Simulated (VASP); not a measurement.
# Os (Fm-3m) in VASP: further runs, part 2 of 2

VASP 6.6.1.

### Step 3. Single point, r2SCAN

This run uses another cell than the first one, of 14.09 Å³/atom, 0.958 times its volume.

The input, POSCAR:

```
Os
1.0
    0.0000000000      1.9170571956      1.9170571956
    1.9170571956      0.0000000000      1.9170571956
    1.9170571956      1.9170571956      0.0000000000
Os
1
Direct
    0.0000000000      0.0000000000      0.0000000000
```

The input, INCAR.step1:

```
ALGO = Normal
EDIFF = 1E-5
ENCUT = 550
GGA = PE
GGA_COMPAT = False
ISMEAR = -1
LASPH = True
LCHARG = False
LREAL = False
LWAVE = True
NBANDS = 14
NELM = 120
PREC = Accurate
SIGMA = 0.05
```

The input, INCAR.step2:

```
ALGO = Normal
EDIFF = 1E-6
ENCUT = 550
GGA_COMPAT = False
ISIF = 2
ISMEAR = -1
ISTART = 1
LASPH = True
LCHARG = False
LMIXTAU = True
LREAL = False
LWAVE = False
METAGGA = R2SCAN
NBANDS = 14
NELM = 120
PREC = Accurate
SIGMA = 0.05
```

The input, KPOINTS:

```
k-points
0
Gamma
  10 10 10
```

Potentials or basis: VASP PAW PBE potentials, release 64 (Os_sv_GW).

Command:

```sh
$ cat potpaw_PBE.64/Os_sv_GW/POTCAR > POTCAR
$ cp INCAR.step1 INCAR
$ mpirun -np 1 vasp_std > vasp.out
$ cp INCAR.step2 INCAR
$ mpirun -np 1 vasp_std > vasp.out
```

OUTCAR:

```text
EDIFF = 1E-6
   ENCUT = 550
   ISIF = 2
   ISMEAR = -1
   ISTART = 1
   LASPH = True
   LREAL = False
   METAGGA = R2SCAN
   NELM = 120
   PREC = Accurate

 ion  position               nearest neighbor table
   1  0.000  0.000  0.000-

  LATTYP: Found a face centered cubic cell.
 ALAT       =     3.8341143912

  Lattice vectors:

 A1 = (   0.0000000000,   1.9170571956,   1.9170571956)
 A2 = (   1.9170571956,   0.0000000000,   1.9170571956)
 A3 = (   1.9170571956,   1.9170571956,   0.0000000000)

Analysis of symmetry for initial positions (statically):
=====================================================================
 Subroutine PRICEL returns:
 Original cell was already a primitive cell.

 Routine SETGRP: Setting up the symmetry group for a
 face centered cubic supercell.

 Subroutine GETGRP returns: Found 48 space group operations
 (whereof 48 operations were pure point group operations)
 out of a pool of 48 trial point group operations.

The static configuration has the point symmetry O_h .

Analysis of symmetry for dynamics (positions and initial velocities):
=====================================================================
 Subroutine PRICEL returns:
 Original cell was already a primitive cell.

 Routine SETGRP: Setting up the symmetry group for a
 face centered cubic supercell.

 Subroutine GETGRP returns: Found 48 space group operations
 (whereof 48 operations were pure point group operations)
 out of a pool of 48 trial point group operations.

The dynamic configuration has the point symmetry O_h .

 Subroutine INISYM returns: Found 48 space group operations
 (whereof 48 operations are pure point group operations),
 and found     1 'primitive' translations

----------------------------------------------------------------------------------------

                                     Primitive cell

  volume of cell :      14.0908

  direct lattice vectors                    reciprocal lattice vectors
     0.000000000  1.917057196  1.917057196    -0.260816423  0.260816423  0.260816423
     1.917057196  0.000000000  1.917057196     0.260816423 -0.260816423  0.260816423
     1.917057196  1.917057196  0.000000000     0.260816423  0.260816423 -0.260816423

  length of vectors
     2.711128286  2.711128286  2.711128286     0.451747296  0.451747296  0.451747296

  position of ions in fractional coordinates (direct lattice)
     0.000000000  0.000000000  0.000000000

  ion indices of the primitive-cell ions
   primitive index   ion index
                 1           1

----------------------------------------------------------------------------------------

 KPOINTS: k-points

Automatic generation of k-mesh.
 Grid dimensions read from file:
 generate k-points for:   10   10   10

 Generating k-lattice:

  Cartesian coordinates                     Fractional coordinates (reciprocal lattice)
    -0.026081642  0.026081642  0.026081642     0.100000000  0.000000000  0.000000000
     0.026081642 -0.026081642  0.026081642     0.000000000  0.100000000  0.000000000
     0.026081642  0.026081642 -0.026081642     0.000000000  0.000000000  0.100000000

  Length of vectors
     0.045174730  0.045174730  0.045174730

  Shift w.r.t. Gamma in fractional coordinates (k-lattice)
     0.000000000  0.000000000  0.000000000

 Subroutine IBZKPT returns following result:
 ===========================================

 Found     47 irreducible k-points:

 Following reciprocal coordinates:
            Coordinates               Weight
  0.000000  0.000000  0.000000      1.000000
  0.100000  0.000000  0.000000      8.000000
  0.200000  0.000000  0.000000      8.000000
  0.300000  0.000000  0.000000      8.000000
  0.400000  0.000000  0.000000      8.000000
  0.500000  0.000000  0.000000      4.000000
[... 16 lines left out ...]
  0.300000  0.300000  0.000000      6.000000
  0.400000  0.300000  0.000000     24.000000
 [... further k-points ...]
   k-points           NKPTS =     47   k-points in BZ     NKDIM =     47   number of bands    NBANDS=     14
   number of dos      NEDOS =    301   number of ions     NIONS =      1
   total plane-waves  NPLWV =  13824
   dimension x,y,z NGX =    24 NGY =   24 NGZ =   24
   dimension x,y,z NGXF=    48 NGYF=   48 NGZF=   48
   ions per type =               1
   NGX,Y,Z   is equivalent  to a cutoff of  14.72, 14.72, 14.72 a.u.
   NGXF,Y,Z  is equivalent  to a cutoff of  29.43, 29.43, 29.43 a.u.
 SYSTEM =  unknown system
   PREC   = accura    normal or accurate (medium, high low for compatibility)
   ISTART =      1    job   : 0-new  1-cont  2-samecut
   ICHARG =      0    charge: 1-file 2-atom 10-const
   ISPIN  =      1    spin polarized calculation?
   LNONCOLLINEAR =      F non collinear calculations
   LSORBIT =      F    spin-orbit coupling
   LASPH  =      T    aspherical Exc in radial PAW
   ENCUT  =  550.0 eV  40.42 Ry    6.36 a.u.   5.18  5.18  5.18*2*pi/ulx,y,z
   NELM   =    120;   NELMIN=  2; NELMDL=  0     # of ELM steps
   EDIFF  = 0.1E-05   stopping-criterion for ELM
   LREAL  =      F    real-space projection
   EDIFFG = 0.1E-04   stopping-criterion for IOM
   NSW    =      0    number of steps for IOM
   IBRION =     -1    ionic relax: 0-MD 1-quasi-New 2-CG
   NFREE  =      0    steps in history (QN), initial steepest desc. (CG)
   ISIF   =      2    stress and relaxation
   ISYM   =      2    0-nonsym 1-usesym 2-fastsym
   POTIM  = 0.5000    time-step for ionic-motion
   TEBEG  =    0.0;   TEEND  =   0.0 temperature during run
   PSTRESS=    0.0 pullay stress
   NELECT =      16.0000    total number of electrons
   NUPDOWN=      -1.0000    fix difference up-down
   EMIN   =  10.00;   EMAX   =-10.00  energy-range for DOS
   EFERMI =   0.00;   METHOD = LEGACY
   ISMEAR =    -1;   SIGMA  =   0.05  broadening in eV -4-tet -1-fermi 0-gaus
   EFERMI_NEDOS =   21; number of points for ismear=-14 and -15
   IALGO  =     38    algorithm
   IMIX   =      4    mixing-type and parameters
     AMIX     =   0.40;   BMIX     =  1.00
     AMIX_MAG =   1.60;   BMIX_MAG =  1.00
  volume/ion in A,a.u.               =      14.09        95.09
  Fermi-wavevector in a.u.,A,eV,Ry     =   1.707929  3.227517 39.688476  2.917021
  Thomas-Fermi vector in A             =   2.786691
   LORBIT       =      0    0 simple, 1 ext, 2 COOP (PROOUT), +10 PAW based schemes
   METAGGA = R2SCAN    functional components
   LHFCALC =     F    Hartree Fock is set to
   AEXX    =    0.0000 exact exchange contribution
   IVDW    =     0    specifies the selected vdW correction
   LEPSILON=     F    determine dielectric tensor
   LRPA    =     F    only Hartree local field effects (RPA)
 non-spin polarized calculation
  energy-cutoff  :      550.00
  volume of cell :       14.09
 maximum number of plane-waves:       424
 NGX is ok and might be reduce to    24
   NGX = 11   NGY = 11   NGZ = 11

 number of electron      16.0000000 magnetization

 Free energy of the ion-electron system (eV)
  ---------------------------------------------------
  ext. energy  EPLUGINS =         0.00000000
  ---------------------------------------------------
  free energy    TOTEN  =       -53.90015119 eV

  energy without entropy =      -53.88846869  energy(sigma->0) =      -53.89430994

 E-fermi :  13.3787     XC(G=0): -15.9633

 val. band max:       13.3760197371   @ k =   0.3000   0.1000   0.0000
 cond. band min:      13.3796153815   @ k =   0.4000   0.2000   0.1000
 fundamental gap:      0.0035956444
 Fermi energy:        13.3787147113

 k-point     1 :       0.0000    0.0000    0.0000
  band No.  band energies     occupation
      1     -75.2553      2.00000
      2     -33.4488      2.00000
      3     -33.4488      2.00000
      4     -33.4488      2.00000
      5       2.0933      2.00000
      6      10.2663      2.00000
      7      10.2663      2.00000
      8      10.2663      2.00000
      9      13.3756      1.03079
     10      13.3756      1.03079
     11      27.2499      0.00000
     12      33.3352      0.00000
     13      33.3352      0.00000
     14      33.3352      0.00000
[... 375 lines left out ...]
 k-point    24 :       0.4000    0.3000    0.0000
  band No.  band energies     occupation
      1     -75.1388      2.00000
      2     -34.3161      2.00000
      3     -33.8034      2.00000
      4     -33.7672      2.00000
      5       6.1735      2.00000
      6       7.0719      2.00000
      7      11.4018      2.00000
      8      13.7256      0.00194
      9      15.5218      0.00000
     10      15.7168      0.00000
     11      27.5936      0.00000
     12      29.7003      0.00000
     13      31.1328      0.00000
     14      36.1111      0.00000

 [... further k-points ...]

------------------------ aborting loop because EDIFF is reached ----------------------------------------

  FORCE on cell =-STRESS in cart. coord.  units (eV):
  Direction    XX          YY          ZZ          XY          YZ          ZX
  --------------------------------------------------------------------------------------
  -------------------------------------------------------------------------------------
  Total       -0.1701769     -0.1701769     -0.1701769     -0.0000000      0.0000000      0.0000000
  in kB      -19.3497767    -19.3497767    -19.3497767     -0.0000000      0.0000000      0.0000000
  external PRESSURE =     -19.3497767 kB  Pullay stress =       0.0000000 kB

 VOLUME and BASIS-vectors are now :
 -----------------------------------------------------------------------------
  energy-cutoff  :      550.00
  volume of cell :       14.09
      direct lattice vectors                 reciprocal lattice vectors
     0.000000000  1.917057196  1.917057196    -0.260816423  0.260816423  0.260816423
     1.917057196  0.000000000  1.917057196     0.260816423 -0.260816423  0.260816423
     1.917057196  1.917057196  0.000000000     0.260816423  0.260816423 -0.260816423

 POSITION                                       TOTAL-FORCE (eV/Angst)
 -----------------------------------------------------------------------------------
      0.00000      0.00000      0.00000         0.000000      0.000000      0.000000
 -----------------------------------------------------------------------------------
    total drift:                                0.000000      0.000000     -0.000000

  FREE ENERGIE OF THE ION-ELECTRON SYSTEM (eV)
  ---------------------------------------------------
  free  energy   TOTEN  =       -53.9001511918 eV

  energy  without entropy=      -53.8884686908  energy(sigma->0) =      -53.89430994
```

OSZICAR.step1:

```text
N       E                     dE             d eps       ncg     rms          rms(c)
DAV:   1     0.959344045750E+02    0.95934E+02   -0.11230E+04  1340   0.128E+03
DAV:   2    -0.117363268286E+02   -0.10767E+03   -0.10234E+03  1658   0.356E+02
DAV:   3    -0.132972258393E+02   -0.15609E+01   -0.15547E+01  1460   0.384E+01
DAV:   4    -0.132993957495E+02   -0.21699E-02   -0.21697E-02  1526   0.182E+00
DAV:   5    -0.132993994136E+02   -0.36642E-05   -0.36647E-05  1446   0.702E-02    0.759E+01
DAV:   6    -0.123150759713E+02    0.98432E+00   -0.10999E+00  1370   0.110E+01    0.400E+01
DAV:   7    -0.121999349749E+02    0.11514E+00   -0.46469E-01  1472   0.680E+00    0.754E+00
DAV:   8    -0.121855946683E+02    0.14340E-01   -0.53306E-02  1328   0.273E+00    0.580E-01
DAV:   9    -0.121856047503E+02   -0.10082E-04   -0.61624E-04  1424   0.280E-01    0.559E-01
DAV:  10    -0.121855261069E+02    0.78643E-04   -0.95955E-05  1400   0.138E-01    0.278E-01
DAV:  11    -0.121855298683E+02   -0.37614E-05   -0.13452E-06   712   0.166E-02
   1 F= -.12185530E+02 E0= -.12179344E+02  d E =-.123718E-01
```

Run time: 34 s. Hardware: 1 thread of Intel Xeon Platinum 8375C at 2.90GHz (Ice Lake), shared host; peak memory 0.15 GiB.

What came out:

```yaml
Free_energy: -53.9002 eV
Pressure: -1.9 GPa
Band_gap_on_the_k_mesh: zero (band 8 reaches 15.81 eV, above the bottom of band 9 at 11.76 eV)
```

Caveat: the PAW data sets were made with another functional, which shifts forces and pressure a little; spin-orbit coupling is left out, which moves the levels of the heavy elements.
